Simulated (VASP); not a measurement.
# LiH (F-43m) in VASP: further runs

LiH is run at these levels: PBE; tasks: single point.

Everything below comes from runs of VASP 6.6.1. Logs are shortened: lines on timing, memory, paths and dates and some standing lists are left out, and cuts for length are marked.

## Step 1: The cell of the first run

Symmetry: F-43m, No. 216, cubic system. Conventional cell: a = 4.218 Å, b = 4.218 Å, c = 4.218 Å, α = 90.00°, β = 90.00°, γ = 90.00°. Li (site symmetry -43m) has 4 H at 1.83 Å within 2.4 Å. Within 2.4 Å of H (site symmetry -43m) lie 4 Li at 1.83 Å.

## Step 2: Single point, PBE (volume changed by -5%)

INCAR

```
SYSTEM = LiH
ALGO     = Normal         ! electronic algorithm
EDIFF    = 1E-6           ! SCF threshold, eV
ENCUT    = 520            ! plane-wave cutoff, eV
GGA      = PE             ! functional
ISIF     = 2              ! what is computed and relaxed
ISMEAR   = 0              ! smearing method
LASPH    = .True.         ! aspherical terms in the spheres
LCHARG   = .False.        ! write CHGCAR
LREAL    = .False.        ! projectors in reciprocal space
LWAVE    = .False.        ! write WAVECAR
NBANDS   = 9              ! bands
NELM     = 80             ! most SCF steps
PREC     = Accurate       ! precision mode
SIGMA    = 0.01           ! smearing width, eV
```

KPOINTS

```
k-points
0
Gamma
  6 6 6
  0 0 0
```

POSCAR

```
LiH
1.0
    0.0000000000      2.1087566371      2.1087566371
    2.1087566371      0.0000000000      2.1087566371
    2.1087566371      2.1087566371      0.0000000000
Li H
1 1
Direct
    0.0000000000      0.0000000000      0.0000000000
    0.2500000000      0.2500000000      0.2500000000
```

Potentials or basis: VASP PAW PBE potentials, release 64 (Li_sv, H).

Run with:

```console
cat potpaw_PBE.64/Li_sv/POTCAR potpaw_PBE.64/H/POTCAR > POTCAR
mpirun -np 1 vasp_std > vasp.out
```

OUTCAR:

```text
SYSTEM = LiH
   EDIFF = 1E-6
   ENCUT = 520
   GGA = PE
   ISIF = 2
   ISMEAR = 0
   LASPH = .True.
   LREAL = .False.
   NELM = 80
   PREC = Accurate

 ion  position               nearest neighbor table
   1  0.000  0.000  0.000-
   2  0.250  0.250  0.250-

  LATTYP: Found a face centered cubic cell.
 ALAT       =     4.2175132742

  Lattice vectors:

 A1 = (   0.0000000000,   2.1087566371,   2.1087566371)
 A2 = (   2.1087566371,   0.0000000000,   2.1087566371)
 A3 = (   2.1087566371,   2.1087566371,   0.0000000000)

Analysis of symmetry for initial positions (statically):
=====================================================================
 Subroutine PRICEL returns:
 Original cell was already a primitive cell.

 Routine SETGRP: Setting up the symmetry group for a
 face centered cubic supercell.

 Subroutine GETGRP returns: Found 24 space group operations
 (whereof 24 operations were pure point group operations)
 out of a pool of 48 trial point group operations.

The static configuration has the point symmetry T_d .

Analysis of symmetry for dynamics (positions and initial velocities):
=====================================================================
 Subroutine PRICEL returns:
 Original cell was already a primitive cell.

 Routine SETGRP: Setting up the symmetry group for a
 face centered cubic supercell.

 Subroutine GETGRP returns: Found 24 space group operations
 (whereof 24 operations were pure point group operations)
 out of a pool of 48 trial point group operations.

The dynamic configuration has the point symmetry T_d .

 Subroutine INISYM returns: Found 24 space group operations
 (whereof 24 operations are pure point group operations),
 and found     1 'primitive' translations

----------------------------------------------------------------------------------------

                                     Primitive cell

  volume of cell :      18.7547

  direct lattice vectors                    reciprocal lattice vectors
     0.000000000  2.108756637  2.108756637    -0.237106545  0.237106545  0.237106545
     2.108756637  0.000000000  2.108756637     0.237106545 -0.237106545  0.237106545
     2.108756637  2.108756637  0.000000000     0.237106545  0.237106545 -0.237106545

  length of vectors
     2.982232236  2.982232236  2.982232236     0.410680582  0.410680582  0.410680582

  position of ions in fractional coordinates (direct lattice)
     0.000000000  0.000000000  0.000000000
[... 74 lines left out ...]
   NFREE  =      0    steps in history (QN), initial steepest desc. (CG)
   ISIF   =      2    stress and relaxation
   ISYM   =      2    0-nonsym 1-usesym 2-fastsym
   POTIM  = 0.5000    time-step for ionic-motion
   TEBEG  =    0.0;   TEEND  =   0.0 temperature during run
   PSTRESS=    0.0 pullay stress
   NELECT =       4.0000    total number of electrons
   NUPDOWN=      -1.0000    fix difference up-down
   EMIN   =  10.00;   EMAX   =-10.00  energy-range for DOS
   EFERMI =   0.00;   METHOD = LEGACY
   ISMEAR =     0;   SIGMA  =   0.01  broadening in eV -4-tet -1-fermi 0-gaus
   EFERMI_NEDOS =   21; number of points for ismear=-14 and -15
   IALGO  =     38    algorithm
   IMIX   =      4    mixing-type and parameters
     AMIX     =   0.40;   BMIX     =  1.00
     AMIX_MAG =   1.60;   BMIX_MAG =  1.00
  volume/ion in A,a.u.               =       9.38        63.28
  Fermi-wavevector in a.u.,A,eV,Ry     =   0.978119  1.848377 13.016922  0.956717
  Thomas-Fermi vector in A             =   2.108870
   LORBIT       =      0    0 simple, 1 ext, 2 COOP (PROOUT), +10 PAW based schemes
   GGA     = PE    functional components
   LHFCALC =     F    Hartree Fock is set to
   AEXX    =    0.0000 exact exchange contribution
   IVDW    =     0    specifies the selected vdW correction
   LEPSILON=     F    determine dielectric tensor
   LRPA    =     F    only Hartree local field effects (RPA)
 non-spin polarized calculation
 Gauss-broadening in eV      SIGMA  =   0.01
  energy-cutoff  :      520.00
  volume of cell :       18.75
 maximum number of plane-waves:       531
 NGX is ok and might be reduce to    24
   NGX = 11   NGY = 11   NGZ = 11

 number of electron       3.9999999 magnetization

 Free energy of the ion-electron system (eV)
  ---------------------------------------------------
  ext. energy  EPLUGINS =         0.00000000
  ---------------------------------------------------
  free energy    TOTEN  =        -6.02613628 eV

  energy without entropy =       -6.02613628  energy(sigma->0) =       -6.02613628

 E-fermi :  -1.3425     XC(G=0):  -7.8504

 val. band max:       -1.5963248717   @ k =  -0.3333   0.5000   0.1667
 cond. band min:       2.7867940918   @ k =   0.5000   0.0000   0.0000
 fundamental gap:      4.3831189635
 Fermi energy:        -1.3424592427

 k-point     1 :       0.0000    0.0000    0.0000
  band No.  band energies     occupation
      1     -44.7462      2.00000
      2      -5.3187      2.00000
      3      12.0499      0.00000
      4      16.2980      0.00000
      5      16.2981      0.00000
      6      16.2981      0.00000
      7      18.9048      0.00000
      8      18.9048      0.00000
      9      18.9048      0.00000
[... 169 lines left out ...]
 k-point    16 :      -0.3333    0.5000    0.1667
  band No.  band energies     occupation
      1     -44.7091      2.00000
      2      -1.5963      2.00000
      3       5.4848      0.00000
      4       5.5610      0.00000
      5       9.8241      0.00000
      6      14.8690      0.00000
      7      18.6635      0.00000
      8      23.1196      0.00000
      9      27.4497      0.00000

------------------------ aborting loop because EDIFF is reached ----------------------------------------

  FORCE on cell =-STRESS in cart. coord.  units (eV):
  Direction    XX          YY          ZZ          XY          YZ          ZX
  --------------------------------------------------------------------------------------
  -------------------------------------------------------------------------------------
  Total        0.1524452      0.1524452      0.1524452      0.0000000      0.0000000      0.0000000
  in kB       13.0231188     13.0231188     13.0231188      0.0000000      0.0000000      0.0000000
  external PRESSURE =      13.0231188 kB  Pullay stress =       0.0000000 kB

 VOLUME and BASIS-vectors are now :
 -----------------------------------------------------------------------------
  energy-cutoff  :      520.00
  volume of cell :       18.75
      direct lattice vectors                 reciprocal lattice vectors
     0.000000000  2.108756637  2.108756637    -0.237106545  0.237106545  0.237106545
     2.108756637  0.000000000  2.108756637     0.237106545 -0.237106545  0.237106545
     2.108756637  2.108756637  0.000000000     0.237106545  0.237106545 -0.237106545

 POSITION                                       TOTAL-FORCE (eV/Angst)
 -----------------------------------------------------------------------------------
      0.00000      0.00000      0.00000        -0.000000     -0.000000     -0.000000
      1.05438      1.05438      1.05438         0.000000      0.000000      0.000000
 -----------------------------------------------------------------------------------
    total drift:                               -0.000000     -0.000000     -0.000000

  FREE ENERGIE OF THE ION-ELECTRON SYSTEM (eV)
  ---------------------------------------------------
  free  energy   TOTEN  =        -6.0261362754 eV

  energy  without entropy=       -6.0261362754  energy(sigma->0) =       -6.02613628
```

stdout:

```text
POSCAR found type information on POSCAR LiH
 POSCAR found :  2 types and       2 ions
 scaLAPACK will be used
 LDA part: xc-table for (Slater+PW92), standard interpolation
 POSCAR, INCAR and KPOINTS ok, starting setup
 FFT: planning ... GRIDC
 FFT: planning ... GRID_SOFT
 FFT: planning ... GRID
 WAVECAR not read
 entering main loop
```

It took 3 s on 1 thread of Intel Xeon 8259CL, shared host; peak memory 0.13 GiB.

Results:

```
Free energy            : -6.0261 eV
Band gap on the k mesh : 4.38 eV, indirect (least direct gap 5.40 eV)
```

Caveat: the k points lie up to 0.43 Å⁻¹ apart; the cell differs from its parent crystal (volume changed by -5%); the cutoff is under 1.25 times the usual one of these potentials, so pressure, stress and relaxed cells hold a basis-set (Pulay) error. A k mesh can miss the band edges.

## Step 3: Single point, PBE (volume changed by -10%)

INCAR

```
ALGO = Normal
EDIFF = 1E-6
ENCUT = 520
GGA = PE
ISIF = 2
ISMEAR = 0
LASPH = T
LCHARG = F
LREAL = F
LWAVE = F
NBANDS = 9
NELM = 60
PREC = Accurate
SIGMA = 0.01
```

KPOINTS

```
k-points
0
Gamma
  6 6 6
```

POSCAR

```
LiH
1.0
    0.0000000000      2.0710921880      2.0710921880
    2.0710921880      0.0000000000      2.0710921880
    2.0710921880      2.0710921880      0.0000000000
Li H
1 1
Direct
    0.0000000000      0.0000000000      0.0000000000
    0.2500000000      0.2500000000      0.2500000000
```

Potentials or basis: VASP PAW PBE potentials, release 64 (Li_sv, H).

Run with:

```console
cat potpaw_PBE.64/Li_sv/POTCAR potpaw_PBE.64/H/POTCAR > POTCAR
mpirun -np 1 vasp_std > vasp.out
```

OUTCAR:

```text
EDIFF = 1E-6
   ENCUT = 520
   GGA = PE
   ISIF = 2
   ISMEAR = 0
   LASPH = T
   LREAL = F
   NELM = 60
   PREC = Accurate

 ion  position               nearest neighbor table
   1  0.000  0.000  0.000-
   2  0.250  0.250  0.250-

  LATTYP: Found a face centered cubic cell.
 ALAT       =     4.1421843760

  Lattice vectors:

 A1 = (   0.0000000000,   2.0710921880,   2.0710921880)
 A2 = (   2.0710921880,   0.0000000000,   2.0710921880)
 A3 = (   2.0710921880,   2.0710921880,   0.0000000000)

Analysis of symmetry for initial positions (statically):
=====================================================================
 Subroutine PRICEL returns:
 Original cell was already a primitive cell.

 Routine SETGRP: Setting up the symmetry group for a
 face centered cubic supercell.

 Subroutine GETGRP returns: Found 24 space group operations
 (whereof 24 operations were pure point group operations)
 out of a pool of 48 trial point group operations.

The static configuration has the point symmetry T_d .

[... 156 lines left out ...]
 fundamental gap:      4.4764593970
 Fermi energy:        -1.3279548869

 k-point     1 :       0.0000    0.0000    0.0000
  band No.  band energies     occupation
      1     -44.4648      2.00000
      2      -5.2765      2.00000
      3      12.7501      0.00000
      4      17.0472      0.00000
      5      17.0472      0.00000
      6      17.0472      0.00000
      7      19.6980      0.00000
      8      19.6980      0.00000
      9      19.6980      0.00000
[... 169 lines left out ...]
 k-point    16 :      -0.3333    0.5000    0.1667
  band No.  band energies     occupation
      1     -44.4186      2.00000
      2      -1.4312      2.00000
      3       5.7874      0.00000
      4       5.8602      0.00000
      5      10.4161      0.00000
      6      15.5705      0.00000
      7      19.5206      0.00000
      8      24.1188      0.00000
      9      28.6242      0.00000

------------------------ aborting loop because EDIFF is reached ----------------------------------------

  FORCE on cell =-STRESS in cart. coord.  units (eV):
  Direction    XX          YY          ZZ          XY          YZ          ZX
  --------------------------------------------------------------------------------------
  -------------------------------------------------------------------------------------
  Total        0.3535083      0.3535083      0.3535083      0.0000000      0.0000000      0.0000000
  in kB       31.8773297     31.8773297     31.8773297      0.0000000      0.0000000      0.0000000
  external PRESSURE =      31.8773297 kB  Pullay stress =       0.0000000 kB

 VOLUME and BASIS-vectors are now :
 -----------------------------------------------------------------------------
  energy-cutoff  :      520.00
  volume of cell :       17.77
      direct lattice vectors                 reciprocal lattice vectors
     0.000000000  2.071092188  2.071092188    -0.241418515  0.241418515  0.241418515
     2.071092188  0.000000000  2.071092188     0.241418515 -0.241418515  0.241418515
     2.071092188  2.071092188  0.000000000     0.241418515  0.241418515 -0.241418515

 POSITION                                       TOTAL-FORCE (eV/Angst)
 -----------------------------------------------------------------------------------
      0.00000      0.00000      0.00000         0.000000      0.000000      0.000000
      1.03555      1.03555      1.03555        -0.000000     -0.000000     -0.000000
 -----------------------------------------------------------------------------------
    total drift:                               -0.000000     -0.000000     -0.000000

  FREE ENERGIE OF THE ION-ELECTRON SYSTEM (eV)
  ---------------------------------------------------
  free  energy   TOTEN  =        -6.0112694277 eV

  energy  without entropy=       -6.0112694277  energy(sigma->0) =       -6.01126943
```

stdout:

```text
POSCAR found type information on POSCAR LiH
 POSCAR found :  2 types and       2 ions
 scaLAPACK will be used
 LDA part: xc-table for (Slater+PW92), standard interpolation
 POSCAR, INCAR and KPOINTS ok, starting setup
 FFT: planning ... GRIDC
 FFT: planning ... GRID_SOFT
 FFT: planning ... GRID
 WAVECAR not read
 entering main loop
```

Wall time 3.2 s (1 thread of Intel Xeon 8259CL, shared host); peak memory 0.13 GiB.

What came out:

| Quantity | Value |
| --- | --- |
| Free energy | -6.0113 eV |
| Band gap on the k mesh | 4.48 eV, indirect (least direct gap 5.54 eV) |

Caveat: the k points lie up to 0.44 Å⁻¹ apart; the cell differs from its parent crystal (volume changed by -10%); the cutoff is under 1.25 times the usual one of these potentials, so pressure, stress and relaxed cells hold a basis-set (Pulay) error. A k mesh can miss the band edges.

## Step 4: Single point, PBE

This run uses another cell than the first one, of 9.87 Å³/atom, 1.053 times its volume.

INCAR

```
ALGO = Normal
EDIFF = 1E-7
ENCUT = 520
GGA = PE
ISIF = 2
ISMEAR = 0
LASPH = True
LCHARG = False
LREAL = False
LWAVE = False
NBANDS = 9
NELM = 100
PREC = Accurate
SIGMA = 0.01
```

KPOINTS is that of step 3.

POSCAR

```
LiH
1.0
    0.0000000000      2.1451216565      2.1451216565
    2.1451216565      0.0000000000      2.1451216565
    2.1451216565      2.1451216565      0.0000000000
Li H
1 1
Direct
    0.0000000000      0.0000000000      0.0000000000
    0.2500000000      0.2500000000      0.2500000000
```

Run with:

```console
cat potpaw_PBE.64/Li_sv/POTCAR potpaw_PBE.64/H/POTCAR > POTCAR
mpirun -np 1 vasp_std > vasp.out
```

Run time: 3.5 s. Hardware: 1 thread of Intel Xeon 8259CL, shared host; peak memory 0.13 GiB.

It converged, with:

```
Free energy            : -6.0305 eV
Band gap on the k mesh : 4.30 eV, indirect (least direct gap 5.27 eV)
```

Levels at points of the mesh, in eV from the valence-band top:
```
           k point  band 1  band 2  band 3  band 4  band 5  band 6  band 7
(0.00, 0.00, 0.00)  -43.27   -3.61   13.16   17.36   17.36   17.36   19.92
(0.50, 0.00, 0.00)  -43.24   -0.97    4.30   15.14   15.14   16.14   19.06
(0.50, 0.50, 0.00)  -43.24   -0.26    7.28   10.05   10.82   10.82   18.45
```

Caveat: the k points lie up to 0.42 Å⁻¹ apart; the cutoff is under 1.25 times the usual one of these potentials, so pressure, stress and relaxed cells hold a basis-set (Pulay) error.

(Continued in part 2 of 2.)
